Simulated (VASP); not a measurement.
# Sb in VASP: a series of runs

Runs on Sb. Level: PBE. Tasks: single point.

Everything below comes from runs of VASP 6.6.1. Logs are shortened: lines on timing, memory, paths and dates and some standing lists are left out, and cuts for length are marked.

## Step 1: The cell of the first run

The typed cell holds 2 atoms: a = 2.924 Å, b = 4.419 Å, c = 4.418 Å, α = 90.00°, β = 90.11°, γ = 90.00°.

## Step 2: Single point, PBE (uniaxial strain along a: -6.0 %, then relaxed in part)

The input, INCAR:

```
SYSTEM = Sb
PREC = Accurate
ENCUT = 520
EDIFF = 1E-6
ISMEAR = 0
SIGMA = 0.1
LREAL = .False.
LASPH = .True.
NELM = 80
ALGO = Normal
ISIF = 2
LWAVE = .False.
LCHARG = .False.
GGA = PE
NBANDS = 12
```

The input, KPOINTS:

```
Automatic mesh
0
Gamma
  14 10 10
  0 0 0
```

The input, POSCAR:

```
Sb
1.0
    2.9238492887      0.0000000000      0.0000283034
    0.0000000000      4.4188174450      0.0000000000
   -0.0088832558      0.0000000000      4.4180985413
Sb
2
Direct
    0.0000000000      0.7500000000      0.7500000000
    1.0000000000      0.2500000000      0.2500000000
```

Potentials or basis: VASP PAW PBE potentials, release 64 (Sb).

Launch:

```console
> cat potpaw_PBE.64/Sb/POTCAR > POTCAR
> mpirun -np 1 vasp_std > vasp.out
```

OUTCAR:

```text
SYSTEM = Sb
   PREC = Accurate
   ENCUT = 520
   EDIFF = 1E-6
   ISMEAR = 0
   LREAL = .False.
   LASPH = .True.
   NELM = 80
   ISIF = 2
   GGA = PE

 ion  position               nearest neighbor table
   1  0.000  0.750  0.750-   2 3.12   2 3.12   2 3.12   2 3.12
   2  0.000  0.250  0.250-   1 3.12   1 3.12   1 3.12   1 3.12

  LATTYP: Found a simple monoclinic cell.
 ALAT       =     2.9238492888
 B/A-ratio  =     1.5113013731
 C/A-ratio  =     1.5110585517
 COS(beta)  =    -0.0020009671

  Lattice vectors:

 A1 = (   2.9238492887,   0.0000000000,   0.0000283034)
 A2 = (   0.0000000000,   4.4188174450,   0.0000000000)
 A3 = (  -0.0088832558,   0.0000000000,   4.4180985413)

Analysis of symmetry for initial positions (statically):
=====================================================================
 Subroutine PRICEL returns following result:

  LATTYP: Found a base centered monoclinic cell.
 ALAT       =     4.4181074719
 B/A-ratio  =     1.0001606962
 C/A-ratio  =     0.6617877241
 COS(beta)  =    -0.0020009671

  Lattice vectors:

 A1 = (  -0.0044416279,   2.2094087225,   2.2090492707)
 A2 = (  -0.0044416279,  -2.2094087225,   2.2090492706)
 A3 = (   2.9238492887,   0.0000000000,   0.0000283034)

   2 primitive cells build up your supercell.

 Routine SETGRP: Setting up the symmetry group for a
 simple monoclinic supercell.

 Subroutine GETGRP returns: Found  4 space group operations
 (whereof  2 operations were pure point group operations)
 out of a pool of  4 trial point group operations.

The static configuration has the point symmetry S_2 .
 The point group associated with its full space group is C_2h.

Analysis of symmetry for dynamics (positions and initial velocities):
=====================================================================
 Subroutine PRICEL returns following result:

  LATTYP: Found a base centered monoclinic cell.
 ALAT       =     4.4181074719
 B/A-ratio  =     1.0001606962
 C/A-ratio  =     0.6617877241
 COS(beta)  =    -0.0020009671

  Lattice vectors:

 A1 = (  -0.0044416279,   2.2094087225,   2.2090492707)
 A2 = (  -0.0044416279,  -2.2094087225,   2.2090492706)
 A3 = (   2.9238492887,   0.0000000000,   0.0000283034)

   2 primitive cells build up your supercell.

 Routine SETGRP: Setting up the symmetry group for a
 simple monoclinic supercell.

 Subroutine GETGRP returns: Found  4 space group operations
 (whereof  2 operations were pure point group operations)
 out of a pool of  4 trial point group operations.

The dynamic configuration has the point symmetry S_2 .
 The point group associated with its full space group is C_2h.

 Subroutine INISYM returns: Found  4 space group operations
 (whereof  2 operations are pure point group operations),
 and found     2 'primitive' translations

----------------------------------------------------------------------------------------

                                     Primitive cell

  volume of cell :      28.5408

  direct lattice vectors                    reciprocal lattice vectors
    -0.004441628  2.209408723  2.209049271    -0.000002191  0.226304891  0.226341710
    -0.004441628 -2.209408723  2.209049271    -0.000002191 -0.226304891  0.226341710
     2.923849289  0.000000000  0.000028303     0.342014886 -0.000000000  0.000687673

  length of vectors
     3.124324777  3.124324777  2.923849289     0.320069482  0.320069482  0.342015577

  position of ions in fractional coordinates (direct lattice)
     0.500000000  1.000000000  1.000000000

  ion indices of the primitive-cell ions
   primitive index   ion index
                 1           1

----------------------------------------------------------------------------------------

 KPOINTS: Automatic mesh

Automatic generation of k-mesh.
 Grid dimensions read from file:
 generate k-points for:   14   10   10

 Generating k-lattice:

  Cartesian coordinates                     Fractional coordinates (reciprocal lattice)
     0.024429635  0.000000000  0.000049119     0.071428571  0.000000000  0.000000000
     0.000000000  0.022630489  0.000000000     0.000000000  0.100000000  0.000000000
    -0.000000219  0.000000000  0.022634171     0.000000000  0.000000000  0.100000000

  Length of vectors
     0.024429684  0.022630489  0.022634171

  Shift w.r.t. Gamma in fractional coordinates (k-lattice)
     0.000000000  0.000000000  0.000000000

 Subroutine IBZKPT returns following result:
 ===========================================

 Found    432 irreducible k-points:

 Following reciprocal coordinates:
            Coordinates               Weight
  0.000000  0.000000  0.000000      1.000000
  0.071429  0.000000  0.000000      2.000000
  0.142857  0.000000  0.000000      2.000000
  0.214286  0.000000 -0.000000      2.000000
  0.285714  0.000000 -0.000000      2.000000
  0.357143  0.000000 -0.000000      2.000000
[... 16 lines left out ...]
  0.428571  0.200000 -0.000000      4.000000
  0.500000  0.200000 -0.000000      2.000000
 [... further k-points ...]
   k-points           NKPTS =    432   k-points in BZ     NKDIM =    432   number of bands    NBANDS=     12
   number of dos      NEDOS =    301   number of ions     NIONS =      2
   total plane-waves  NPLWV =  31104
   dimension x,y,z NGX =    24 NGY =   36 NGZ =   36
   dimension x,y,z NGXF=    48 NGYF=   72 NGZF=   72
   ions per type =               2
   NGX,Y,Z   is equivalent  to a cutoff of  13.65, 13.54, 13.55 a.u.
   NGXF,Y,Z  is equivalent  to a cutoff of  27.29, 27.09, 27.09 a.u.
 SYSTEM =  Sb
   PREC   = accura    normal or accurate (medium, high low for compatibility)
   ISTART =      0    job   : 0-new  1-cont  2-samecut
   ICHARG =      2    charge: 1-file 2-atom 10-const
   ISPIN  =      1    spin polarized calculation?
   LNONCOLLINEAR =      F non collinear calculations
   LSORBIT =      F    spin-orbit coupling
   LASPH  =      T    aspherical Exc in radial PAW
   ENCUT  =  520.0 eV  38.22 Ry    6.18 a.u.   5.44  8.22  8.21*2*pi/ulx,y,z
   NELM   =     80;   NELMIN=  2; NELMDL= -5     # of ELM steps
   EDIFF  = 0.1E-05   stopping-criterion for ELM
   LREAL  =      F    real-space projection
   EDIFFG = 0.1E-04   stopping-criterion for IOM
   NSW    =      0    number of steps for IOM
   IBRION =     -1    ionic relax: 0-MD 1-quasi-New 2-CG
   NFREE  =      0    steps in history (QN), initial steepest desc. (CG)
   ISIF   =      2    stress and relaxation
   ISYM   =      2    0-nonsym 1-usesym 2-fastsym
   POTIM  = 0.5000    time-step for ionic-motion
   TEBEG  =    0.0;   TEEND  =   0.0 temperature during run
   PSTRESS=    0.0 pullay stress
   NELECT =      10.0000    total number of electrons
   NUPDOWN=      -1.0000    fix difference up-down
   EMIN   =  10.00;   EMAX   =-10.00  energy-range for DOS
   EFERMI =   0.00;   METHOD = LEGACY
   ISMEAR =     0;   SIGMA  =   0.10  broadening in eV -4-tet -1-fermi 0-gaus
   EFERMI_NEDOS =   21; number of points for ismear=-14 and -15
   IALGO  =     38    algorithm
   IMIX   =      4    mixing-type and parameters
     AMIX     =   0.40;   BMIX     =  1.00
     AMIX_MAG =   1.60;   BMIX_MAG =  1.00
  volume/ion in A,a.u.               =      28.54       192.60
  Fermi-wavevector in a.u.,A,eV,Ry     =   0.916029  1.731044 11.416779  0.839110
  Thomas-Fermi vector in A             =   2.040838
   LORBIT       =      0    0 simple, 1 ext, 2 COOP (PROOUT), +10 PAW based schemes
   GGA     = PE    functional components
   LHFCALC =     F    Hartree Fock is set to
   AEXX    =    0.0000 exact exchange contribution
   IVDW    =     0    specifies the selected vdW correction
   LEPSILON=     F    determine dielectric tensor
   LRPA    =     F    only Hartree local field effects (RPA)
 non-spin polarized calculation
 Gauss-broadening in eV      SIGMA  =   0.10
  energy-cutoff  :      520.00
  volume of cell :       57.08
 maximum number of plane-waves:      1567
 NGX is ok and might be reduce to    24
   NGX = 11   NGY = 17   NGZ = 17

 number of electron      10.0000000 magnetization

 number of electron       9.9999999 magnetization

 Free energy of the ion-electron system (eV)
  ---------------------------------------------------
  ext. energy  EPLUGINS =         0.00000000
  ---------------------------------------------------
  free energy    TOTEN  =        -8.07157217 eV

  energy without entropy =       -8.06608982  energy(sigma->0) =       -8.06883099

 E-fermi :   7.6684     XC(G=0):  -9.8080

 val. band max:        7.6679831718   @ k =   0.2143   0.0000   0.4000
 cond. band min:       7.6744558933   @ k =   0.2143   0.4000  -0.0000
 fundamental gap:      0.0064727215
 Fermi energy:         7.6683809077

 k-point     1 :       0.0000    0.0000    0.0000
  band No.  band energies     occupation
      1      -5.0649      2.00000
      2      -0.3496      2.00000
      3       3.8195      2.00000
      4       3.8213      2.00000
      5       9.6057      0.00000
      6      10.4222      0.00000
      7      10.4229      0.00000
      8      12.4543      0.00000
      9      14.2141      0.00000
     10      14.5784      0.00000
     11      16.4369      0.00000
     12      16.8499      0.00000

 k-point     2 :       0.0714    0.0000    0.0000
  band No.  band energies     occupation
      1      -4.9761      2.00000
      2      -0.2597      2.00000
      3       3.9056      2.00000
      4       3.9074      2.00000
      5       9.6858      0.00000
      6      10.5140      0.00000
      7      10.5147      0.00000
      8      11.2690      0.00000
      9      14.2823      0.00000
     10      14.8525      0.00000
     11      15.4893      0.00000
     12      17.9047      0.00000
[... 301 lines left out ...]
 k-point    23 :       0.4286    0.2000   -0.0000
  band No.  band energies     occupation
      1      -1.9272      2.00000
      2       1.8667      2.00000
      3       2.5342      2.00000
      4       5.4947      2.00000
      5       6.5067      2.00000
      6       7.0909      2.00000
      7      11.3715      0.00000
      8      11.7706      0.00000
      9      12.3929      0.00000
     10      12.9374      0.00000
     11      13.5460      0.00000
     12      16.0901      0.00000

 k-point    24 :       0.5000    0.2000   -0.0000
  band No.  band energies     occupation
      1      -1.5496      2.00000
      2       1.9584      2.00000
      3       2.3628      2.00000
      4       4.8577      2.00000
      5       6.7136      2.00000
      6       7.2700      2.00000
      7      11.6017      0.00000
      8      12.0438      0.00000
      9      12.0635      0.00000
     10      12.5801      0.00000
     11      13.8933      0.00000
     12      15.7138      0.00000

 [... further k-points ...]

------------------------ aborting loop because EDIFF is reached ----------------------------------------

  FORCE on cell =-STRESS in cart. coord.  units (eV):
  Direction    XX          YY          ZZ          XY          YZ          ZX
  --------------------------------------------------------------------------------------
  -------------------------------------------------------------------------------------
  Total        4.1728123     -0.0022687     -0.0018263      0.0000000      0.0000000      0.0134968
  in kB      117.1232144     -0.0636780     -0.0512607      0.0000000      0.0000000      0.3788304
  external PRESSURE =      39.0027586 kB  Pullay stress =       0.0000000 kB

 VOLUME and BASIS-vectors are now :
 -----------------------------------------------------------------------------
  energy-cutoff  :      520.00
  volume of cell :       57.08
      direct lattice vectors                 reciprocal lattice vectors
     2.923849289  0.000000000  0.000028303     0.342014886  0.000000000  0.000687673
     0.000000000  4.418817445  0.000000000     0.000000000  0.226304891  0.000000000
    -0.008883256  0.000000000  4.418098541    -0.000002191  0.000000000  0.226341710

 POSITION                                       TOTAL-FORCE (eV/Angst)
 -----------------------------------------------------------------------------------
     -0.00666      3.31411      3.31357        -0.000000      0.000000      0.000000
     -0.00222      1.10470      1.10452         0.000000      0.000000      0.000000
 -----------------------------------------------------------------------------------
    total drift:                               -0.000000      0.000000     -0.000000

  FREE ENERGIE OF THE ION-ELECTRON SYSTEM (eV)
  ---------------------------------------------------
  free  energy   TOTEN  =        -8.0715721667 eV

  energy  without entropy=       -8.0660898175  energy(sigma->0) =       -8.06883099
```

It took 3.6 min on 1 thread of Intel Xeon 8259CL, shared host; peak memory 0.38 GiB.

Results:

- Free energy: -8.0716 eV
- Pressure: 3.9 GPa
- Band gap on the k mesh: zero (bands 5 and 6 overlap by 8.15 eV)

Stress tensor (GPa, compression positive):
```
11.71  0.00  0.04
 0.00 -0.01  0.00
 0.04  0.00 -0.01
```

Levels at points of the mesh, in eV from the Fermi level:
| k point | band 2 | band 3 | band 4 | band 5 | band 6 | band 7 | band 8 | band 9 |
| --- | --- | --- | --- | --- | --- | --- | --- | --- |
| (0.00, 0.00, 0.00) | -8.02 | -3.85 | -3.85 | 1.94 | 2.75 | 2.75 | 4.79 | 6.55 |
| (0.50, 0.00, 0.00) | -5.97 | -4.18 | -2.34 | -1.32 | -1.32 | 4.65 | 4.65 | 5.17 |
| (0.00, 0.50, 0.00) | -11.03 | -1.72 | -1.72 | -1.36 | -1.36 | 6.42 | 6.42 | 7.81 |
| (0.50, 0.50, 0.00) | -7.74 | -4.45 | -4.45 | 0.89 | 0.89 | 1.80 | 1.80 | 5.33 |
| (0.00, 0.00, 0.50) | -11.03 | -1.72 | -1.72 | -1.36 | -1.36 | 6.42 | 6.42 | 7.81 |
| (0.50, 0.00, 0.50) | -7.74 | -4.45 | -4.45 | 0.89 | 0.89 | 1.80 | 1.80 | 5.33 |
| (0.00, 0.50, 0.50) | -10.44 | -5.82 | -5.82 | 4.65 | 4.65 | 6.74 | 6.74 | 8.94 |
| (0.50, 0.50, 0.50) | -6.99 | -4.10 | -4.10 | -3.17 | -3.17 | 2.13 | 2.13 | 7.40 |

Caveat: the cell differs from its parent crystal (uniaxial strain along a: -6.0 %, then relaxed in part); the stress differs along the axes, from -0 to 12 GPa; spin-orbit coupling is left out, which moves the levels of the heavy elements.

(Part 1 of 2 ends here.)

The gap in the log of VASP goes by the Fermi energy; the results here count the filled bands.